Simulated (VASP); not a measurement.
Set up this calculation in VASP 6.6.1, as the native input.

```
Task                   : relaxation of cell and atoms
Functional             : PBE
Dispersion             : D3(BJ)
Potentials or basis    : VASP PAW PBE potentials, release 64 (Ti_sv)
Cutoff                 : 600 eV
k mesh                 : 18 × 18 × 18
Occupations            : gaussian, width 0.1 eV
Spin                   : no spin polarisation
Dipole correction      : no
Further INCAR settings : ALGO = Normal; EDIFF = 1e-06; IBRION = 2; EDIFFG = -0.005; NSW = 100; ISIF = 3
```

The structure of Ti lies in POSCAR:

```
Ti
1.0
    0.0000000000      2.0300000000      2.0300000000
    2.0300000000      0.0000000000      2.0300000000
    2.0300000000      2.0300000000      0.0000000000
Ti
1
Direct
    0.0000000000      0.0000000000      0.0000000000
```

These files were run (other wordings do the same):

INCAR

```
SYSTEM = Ti
PREC     = Accurate       ! precision mode
ENCUT    = 600            ! plane-wave cutoff, eV
EDIFF    = 1E-6           ! SCF threshold, eV
ISMEAR   = 0              ! smearing method
SIGMA    = 0.1            ! smearing width, eV
LREAL    = .False.        ! projectors in reciprocal space
LASPH    = .True.         ! aspherical terms in the spheres
NELM     = 80             ! most SCF steps
ALGO     = Normal         ! electronic algorithm
ISIF     = 3              ! what is computed and relaxed
LWAVE    = .False.        ! write WAVECAR
LCHARG   = .False.        ! write CHGCAR
GGA      = PE             ! functional
IVDW     = 12             ! dispersion correction
IBRION   = 2              ! ionic algorithm
NSW      = 100            ! ionic steps
EDIFFG   = -0.005         ! ionic threshold
```

KPOINTS

```
regular mesh
0
Gamma
  18 18 18
  0 0 0
```

Potentials or basis: VASP PAW PBE potentials, release 64 (Ti_sv).

Launch:

```console
$ cat potpaw_PBE.64/Ti_sv/POTCAR > POTCAR
$ mpirun -np 1 vasp_std > vasp.out
```

It gave:

The relaxed volume is 16.40 Å³/atom, the relaxed cell is a = 2.852 Å, b = 2.852 Å, c = 2.852 Å, α = 60.00°, β = 60.00°, γ = 60.00° and the space group after relaxing (to 0.05 Å) is Fm-3m (No. 225). The energy gained by relaxing is 2.3 meV/atom. The ionic steps are 3. The pressure after relaxing is 0.0 GPa. The band gap on the k mesh is zero (band 6 reaches 9.75 eV, above the bottom of band 7 at 8.39 eV) and the dispersion energy per atom is -0.639 eV.

Caveat: pairwise dispersion overbinds metals, which lowers pressure and volume.

It took 80 s on 1 thread of AMD EPYC 7R43 64-Core Processor (Zen 3), with other jobs on the host, peak memory 0.15 GiB.
